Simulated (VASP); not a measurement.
# AgBr (Fm-3m) in VASP: a series of runs

AgBr is run at these levels: RPBE+D4, BLYP; tasks: single point.

Program: VASP 6.6.1. These are calculated values, not measurements. Logs are shortened: lines on timing, memory, paths and dates and some standing lists are left out, and cuts for length are marked.

## Step 1: The cell of the first run

It takes space group Fm-3m (No. 225, cubic). The conventional cell has a = 5.816 Å, b = 5.816 Å, c = 5.816 Å, α = 90.00°, β = 90.00°, γ = 90.00°. Ag (site symmetry m-3m) has 6 Br at 2.91 Å within 3.8 Å. Within 3.8 Å of Br (site symmetry m-3m) lie 6 Ag at 2.91 Å.

## Step 2: Single point, RPBE+D4

INCAR

```
SYSTEM = AgBr
PREC = Accurate
ENCUT = 500
EDIFF = 1E-6
ISMEAR = -1
SIGMA = 0.05
LREAL = .False.
LASPH = .True.
NELM = 120
ALGO = Normal
ISIF = 2
LWAVE = .False.
LCHARG = .False.
GGA = RP
IVDW = 13
NBANDS = 16
GGA_COMPAT = .False.
```

KPOINTS

```
regular mesh
0
Gamma
  8 8 8
  0 0 0
```

POSCAR

```
AgBr
1.0
    0.0000000000      2.9079194629      2.9079194629
    2.9079194629      0.0000000000      2.9079194629
    2.9079194629      2.9079194629      0.0000000000
Ag Br
1 1
Direct
    0.0000000000      0.0000000000      0.0000000000
    0.5000000000      0.5000000000      0.5000000000
```

Potentials or basis: VASP PAW PBE potentials, release 64 (Ag, Br).

The run is started by

```
> cat potpaw_PBE.64/Ag/POTCAR potpaw_PBE.64/Br/POTCAR > POTCAR
> mpirun -np 1 vasp_std > vasp.out
```

OUTCAR:

```text
SYSTEM = AgBr
   PREC = Accurate
   ENCUT = 500
   EDIFF = 1E-6
   ISMEAR = -1
   LREAL = .False.
   LASPH = .True.
   NELM = 120
   ISIF = 2
   GGA = RP
   IVDW = 13

 ion  position               nearest neighbor table
   1  0.000  0.000  0.000-   2 2.91   2 2.91   2 2.91   2 2.91   2 2.91   2 2.91
   2  0.500  0.500  0.500-   1 2.91   1 2.91   1 2.91   1 2.91   1 2.91   1 2.91

  LATTYP: Found a face centered cubic cell.
 ALAT       =     5.8158389258

  Lattice vectors:

 A1 = (   0.0000000000,   2.9079194629,   2.9079194629)
 A2 = (   2.9079194629,   0.0000000000,   2.9079194629)
 A3 = (   2.9079194629,   2.9079194629,   0.0000000000)

Analysis of symmetry for initial positions (statically):
=====================================================================
 Subroutine PRICEL returns:
 Original cell was already a primitive cell.

 Routine SETGRP: Setting up the symmetry group for a
 face centered cubic supercell.

 Subroutine GETGRP returns: Found 48 space group operations
 (whereof 48 operations were pure point group operations)
 out of a pool of 48 trial point group operations.

The static configuration has the point symmetry O_h .

Analysis of symmetry for dynamics (positions and initial velocities):
=====================================================================
 Subroutine PRICEL returns:
 Original cell was already a primitive cell.

 Routine SETGRP: Setting up the symmetry group for a
 face centered cubic supercell.

 Subroutine GETGRP returns: Found 48 space group operations
 (whereof 48 operations were pure point group operations)
 out of a pool of 48 trial point group operations.

The dynamic configuration has the point symmetry O_h .

 Subroutine INISYM returns: Found 48 space group operations
 (whereof 48 operations are pure point group operations),
 and found     1 'primitive' translations

----------------------------------------------------------------------------------------

                                     Primitive cell

  volume of cell :      49.1787

  direct lattice vectors                    reciprocal lattice vectors
     0.000000000  2.907919463  2.907919463    -0.171944239  0.171944239  0.171944239
     2.907919463  0.000000000  2.907919463     0.171944239 -0.171944239  0.171944239
     2.907919463  2.907919463  0.000000000     0.171944239  0.171944239 -0.171944239

  length of vectors
     4.112419143  4.112419143  4.112419143     0.297816159  0.297816159  0.297816159

  position of ions in fractional coordinates (direct lattice)
     0.000000000  0.000000000  0.000000000
     0.500000000  0.500000000  0.500000000

  ion indices of the primitive-cell ions
   primitive index   ion index
                 1           1
                 2           2

----------------------------------------------------------------------------------------

 KPOINTS: regular mesh

Automatic generation of k-mesh.
 Grid dimensions read from file:
 generate k-points for:    8    8    8

 Generating k-lattice:

  Cartesian coordinates                     Fractional coordinates (reciprocal lattice)
    -0.021493030  0.021493030  0.021493030     0.125000000  0.000000000  0.000000000
     0.021493030 -0.021493030  0.021493030     0.000000000  0.125000000  0.000000000
     0.021493030  0.021493030 -0.021493030     0.000000000  0.000000000  0.125000000

  Length of vectors
     0.037227020  0.037227020  0.037227020

  Shift w.r.t. Gamma in fractional coordinates (k-lattice)
     0.000000000  0.000000000  0.000000000

 Subroutine IBZKPT returns following result:
 ===========================================

 Found     29 irreducible k-points:

 Following reciprocal coordinates:
            Coordinates               Weight
  0.000000  0.000000  0.000000      1.000000
  0.125000  0.000000  0.000000      8.000000
  0.250000  0.000000  0.000000      8.000000
  0.375000  0.000000  0.000000      8.000000
  0.500000  0.000000  0.000000      4.000000
  0.125000  0.125000  0.000000      6.000000
[... 16 lines left out ...]
  0.500000  0.250000  0.125000     48.000000
 -0.375000  0.250000  0.125000     24.000000
 [... further k-points ...]
   k-points           NKPTS =     29   k-points in BZ     NKDIM =     29   number of bands    NBANDS=     16
   number of dos      NEDOS =    301   number of ions     NIONS =      2
   total plane-waves  NPLWV =  27000
   dimension x,y,z NGX =    30 NGY =   30 NGZ =   30
   dimension x,y,z NGXF=    60 NGYF=   60 NGZF=   60
   ions per type =               1   1
   NGX,Y,Z   is equivalent  to a cutoff of  12.13, 12.13, 12.13 a.u.
   NGXF,Y,Z  is equivalent  to a cutoff of  24.26, 24.26, 24.26 a.u.
 SYSTEM =  AgBr
   PREC   = accura    normal or accurate (medium, high low for compatibility)
   ISTART =      0    job   : 0-new  1-cont  2-samecut
   ICHARG =      2    charge: 1-file 2-atom 10-const
   ISPIN  =      1    spin polarized calculation?
   LNONCOLLINEAR =      F non collinear calculations
   LSORBIT =      F    spin-orbit coupling
   LASPH  =      T    aspherical Exc in radial PAW
   ENCUT  =  500.0 eV  36.75 Ry    6.06 a.u.   7.50  7.50  7.50*2*pi/ulx,y,z
   NELM   =    120;   NELMIN=  2; NELMDL= -5     # of ELM steps
   EDIFF  = 0.1E-05   stopping-criterion for ELM
   LREAL  =      F    real-space projection
   EDIFFG = 0.1E-04   stopping-criterion for IOM
   NSW    =      0    number of steps for IOM
   IBRION =     -1    ionic relax: 0-MD 1-quasi-New 2-CG
   NFREE  =      0    steps in history (QN), initial steepest desc. (CG)
   ISIF   =      2    stress and relaxation
   ISYM   =      2    0-nonsym 1-usesym 2-fastsym
   POTIM  = 0.5000    time-step for ionic-motion
   TEBEG  =    0.0;   TEEND  =   0.0 temperature during run
   PSTRESS=    0.0 pullay stress
   NELECT =      18.0000    total number of electrons
   NUPDOWN=      -1.0000    fix difference up-down
   EMIN   =  10.00;   EMAX   =-10.00  energy-range for DOS
   EFERMI =   0.00;   METHOD = LEGACY
   ISMEAR =    -1;   SIGMA  =   0.05  broadening in eV -4-tet -1-fermi 0-gaus
   EFERMI_NEDOS =   21; number of points for ismear=-14 and -15
   IALGO  =     38    algorithm
   IMIX   =      4    mixing-type and parameters
     AMIX     =   0.40;   BMIX     =  1.00
     AMIX_MAG =   1.60;   BMIX_MAG =  1.00
  volume/ion in A,a.u.               =      24.59       165.94
  Fermi-wavevector in a.u.,A,eV,Ry     =   1.171044  2.212953 18.658275  1.371345
  Thomas-Fermi vector in A             =   2.307494
   LORBIT       =      0    0 simple, 1 ext, 2 COOP (PROOUT), +10 PAW based schemes
   GGA     = RP    functional components
   LHFCALC =     F    Hartree Fock is set to
   AEXX    =    0.0000 exact exchange contribution
   IVDW    =    13    specifies the selected vdW correction
   LEPSILON=     F    determine dielectric tensor
   LRPA    =     F    only Hartree local field effects (RPA)
 non-spin polarized calculation
  energy-cutoff  :      500.00
  volume of cell :       49.18
 maximum number of plane-waves:      1283
 NGX is ok and might be reduce to    30
   NGX = 15   NGY = 15   NGZ = 15

 number of electron      18.0000003 magnetization

 Free energy of the ion-electron system (eV)
  ---------------------------------------------------
  ext. energy  EPLUGINS =         0.00000000
  ---------------------------------------------------
  free energy    TOTEN  =        -4.27058241 eV

  energy without entropy =       -4.27057899  energy(sigma->0) =       -4.27058070

 E-fermi :   3.7749     XC(G=0):  -9.4452

 val. band max:        3.2718324867   @ k =   0.5000   0.0000   0.0000
 cond. band min:       4.1265530313   @ k =   0.0000   0.0000   0.0000
 fundamental gap:      0.8547205446
 Fermi energy:         3.7748744655

 k-point     1 :       0.0000    0.0000    0.0000
  band No.  band energies     occupation
      1     -11.5270      2.00000
      2       0.6619      2.00000
      3       0.6619      2.00000
      4       0.6629      2.00000
      5       0.6629      2.00000
      6       0.6629      2.00000
[... 8 lines left out ...]
     15      15.0467      0.00000
     16      15.0467      0.00000

 k-point     2 :       0.1250    0.0000    0.0000
  band No.  band energies     occupation
      1     -11.4732      2.00000
      2       0.2860      2.00000
      3       0.2860      2.00000
      4       0.3436      2.00000
      5       0.7011      2.00000
      6       0.7011      2.00000
[... 8 lines left out ...]
     15      14.2277      0.00000
     16      14.7100      0.00000

 k-point     3 :       0.2500    0.0000    0.0000
  band No.  band energies     occupation
      1     -11.3383      2.00000
      2      -0.5849      2.00000
      3      -0.2001      2.00000
      4      -0.2001      2.00000
      5       0.7955      2.00000
      6       0.7955      2.00000
[... 8 lines left out ...]
     15      14.6642      0.00000
     16      14.6642      0.00000

 k-point     4 :       0.3750    0.0000    0.0000
  band No.  band energies     occupation
      1     -11.1951      2.00000
      2      -1.3454      2.00000
      3      -0.5261      2.00000
      4      -0.5261      2.00000
      5       0.8930      2.00000
      6       0.8930      2.00000
[... 8 lines left out ...]
     15      15.6918      0.00000
     16      15.6918      0.00000

 k-point     5 :       0.5000    0.0000    0.0000
  band No.  band energies     occupation
      1     -11.1331      2.00000
      2      -1.6258      2.00000
      3      -0.6392      2.00000
      4      -0.6392      2.00000
      5       0.9344      2.00000
      6       0.9344      2.00000
[... 8 lines left out ...]
     15      16.4540      0.00000
     16      16.4540      0.00000

 k-point     6 :       0.1250    0.1250    0.0000
  band No.  band energies     occupation
      1     -11.4571      2.00000
      2      -0.1421      2.00000
      3       0.5490      2.00000
      4       0.5490      2.00000
      5       0.6282      2.00000
      6       0.6827      2.00000
[... 8 lines left out ...]
     15      16.1608      0.00000
     16      16.1609      0.00000

 k-point     7 :       0.2500    0.1250    0.0000
  band No.  band energies     occupation
      1     -11.3536      2.00000
      2      -0.6470      2.00000
      3       0.1230      2.00000
      4       0.1509      2.00000
      5       0.6889      2.00000
      6       0.8024      2.00000
[... 8 lines left out ...]
     15      15.7765      0.00000
     16      15.9413      0.00000

 k-point     8 :       0.3750    0.1250    0.0000
  band No.  band energies     occupation
      1     -11.2173      2.00000
      2      -1.1290      2.00000
      3      -0.4230      2.00000
      4      -0.2885      2.00000
      5       0.7947      2.00000
      6       0.9089      2.00000
[... 8 lines left out ...]
     15      16.0367      0.00000
     16      16.3625      0.00000

 k-point     9 :       0.5000    0.1250    0.0000
  band No.  band energies     occupation
      1     -11.1291      2.00000
      2      -1.4531      2.00000
      3      -0.6166      2.00000
      4      -0.5534      2.00000
      5       0.8936      2.00000
      6       0.9452      2.00000
[... 8 lines left out ...]
     15      16.6011      0.00000
     16      16.9365      0.00000
[... 172 lines left out ...]
 k-point    19 :       0.5000    0.3750    0.0000
  band No.  band energies     occupation
      1     -11.1081      2.00000
      2      -0.7572      2.00000
      3       0.0103      2.00000
      4       0.1312      2.00000
      5       0.6760      2.00000
      6       0.9961      2.00000
[... 8 lines left out ...]
     15      17.6297      0.00000
     16      18.2301      0.00000

 k-point    20 :      -0.3750    0.3750    0.0000
  band No.  band energies     occupation
      1     -11.0859      2.00000
      2      -0.6344      2.00000
      3      -0.5510      2.00000
      4      -0.2758      2.00000
      5       0.7956      2.00000
      6       0.9826      2.00000
[... 8 lines left out ...]
     15      16.3221      0.00000
     16      18.7512      0.00000

 k-point    21 :       0.5000    0.5000    0.0000
  band No.  band energies     occupation
      1     -11.1034      2.00000
      2      -0.6835      2.00000
      3       0.4270      2.00000
      4       0.6435      2.00000
      5       0.6435      2.00000
      6       0.8055      2.00000
[... 8 lines left out ...]
     15      18.0690      0.00000
     16      18.0691      0.00000

 k-point    22 :       0.3750    0.2500    0.1250
  band No.  band energies     occupation
      1     -11.2534      2.00000
      2      -0.9727      2.00000
      3      -0.2541      2.00000
      4       0.1206      2.00000
      5       0.7522      2.00000
      6       0.8751      2.00000
[... 8 lines left out ...]
     15      16.6661      0.00000
     16      17.2894      0.00000

 k-point    23 :       0.5000    0.2500    0.1250
  band No.  band energies     occupation
      1     -11.1493      2.00000
      2      -1.1647      2.00000
      3      -0.5231      2.00000
      4      -0.2452      2.00000
      5       0.8345      2.00000
      6       0.9395      2.00000
[... 8 lines left out ...]
     15      16.9770      0.00000
     16      17.2734      0.00000

 k-point    24 :      -0.3750    0.2500    0.1250
  band No.  band energies     occupation
      1     -11.1050      2.00000
      2      -1.2214      2.00000
      3      -0.5383      2.00000
      4      -0.5232      2.00000
      5       0.8915      2.00000
      6       0.9418      2.00000
[... 8 lines left out ...]
     15      15.8466      0.00000
     16      17.5240      0.00000

 [... further k-points ...]

------------------------ aborting loop because EDIFF is reached ----------------------------------------

  DFT-D4 for vdW energy calculation

  Edisp (eV):   -1.42397

  FORCE on cell =-STRESS in cart. coord.  units (eV):
  Direction    XX          YY          ZZ          XY          YZ          ZX
  --------------------------------------------------------------------------------------
  -------------------------------------------------------------------------------------
  Total      -0.56505    -0.56505    -0.56505    -0.00000    -0.00000     0.00000
  in kB     -18.40870   -18.40870   -18.40870    -0.00000    -0.00000     0.00000
  external pressure =      -18.41 kB  Pullay stress =        0.00 kB

 VOLUME and BASIS-vectors are now :
 -----------------------------------------------------------------------------
  energy-cutoff  :      500.00
  volume of cell :       49.18
      direct lattice vectors                 reciprocal lattice vectors
     0.000000000  2.907919463  2.907919463    -0.171944239  0.171944239  0.171944239
     2.907919463  0.000000000  2.907919463     0.171944239 -0.171944239  0.171944239
     2.907919463  2.907919463  0.000000000     0.171944239  0.171944239 -0.171944239

 POSITION                                       TOTAL-FORCE (eV/Angst)
 -----------------------------------------------------------------------------------
      0.00000      0.00000      0.00000         0.000000     -0.000000     -0.000000
      2.90792      2.90792      2.90792        -0.000000      0.000000      0.000000
 -----------------------------------------------------------------------------------
    total drift:                               -0.000000      0.000000      0.000000

  FREE ENERGIE OF THE ION-ELECTRON SYSTEM (eV)
  ---------------------------------------------------
  free  energy   TOTEN  =        -5.6945494216 eV

  energy  without entropy=       -5.6945460014  energy(sigma->0) =       -5.69454771
```

Wall time 18 s (1 thread of Intel Xeon Platinum 8488C (Sapphire Rapids), shared host); peak memory 0.18 GiB.

What came out:

```yaml
Free_energy: -5.6945 eV
Pressure: -1.8 GPa
Band_gap_on_the_k_mesh: 0.85 eV, indirect (least direct gap 2.65 eV)
Dispersion_energy_per_atom: -0.712 eV
```

Caveat: the PAW data sets were made with another functional, which shifts forces and pressure a little. A k mesh can miss the band edges.

## Step 3: Single point, BLYP

INCAR

```
SYSTEM = AgBr
AGGAC = 1.0
AGGAX = 1.0
ALDAC = 0.0
ALDAX = 1.0
ALGO = Normal
EDIFF = 1E-6
ENCUT = 500
GGA = B5
GGA_COMPAT = .FALSE.
ISIF = 2
ISMEAR = -1
LASPH = .TRUE.
LCHARG = .FALSE.
LREAL = .FALSE.
LWAVE = .FALSE.
NBANDS = 16
NELM = 120
PREC = Accurate
SIGMA = 0.05
```

KPOINTS

```
k-points
0
G
  8 8 8
  0 0 0
```

POSCAR is that of step 2.

Potentials or basis: VASP PAW PBE potentials, release 64 (Ag, Br).

The run is started by

```
> cat potpaw_PBE.64/Ag/POTCAR potpaw_PBE.64/Br/POTCAR > POTCAR
> mpirun -np 1 vasp_std > vasp.out
```

Wall time 28 s (1 thread of Intel Xeon Platinum 8488C (Sapphire Rapids), shared host); peak memory 0.17 GiB.

It converged, with:

```
Free energy            : -4.2128 eV
Pressure               : 4.0 GPa
Band gap on the k mesh : 0.75 eV, indirect (least direct gap 2.51 eV)
```

Levels at points of the mesh, in eV from the valence-band top:
```tsv
k point	band 6	band 7	band 8	band 9	band 10	band 11	band 12	band 13
(0.00, 0.00, 0.00)	-2.67	-1.76	-1.76	-1.76	0.75	10.12	10.12	10.12
(0.50, 0.00, 0.00)	-2.40	-2.07	0.00	0.00	4.05	6.28	6.91	6.91
(0.50, 0.50, 0.00)	-2.53	-2.31	-2.31	-2.23	1.65	7.41	9.07	10.88
```

Caveat: the PAW data sets were made with another functional, which shifts forces and pressure a little. A k mesh can miss the band edges.
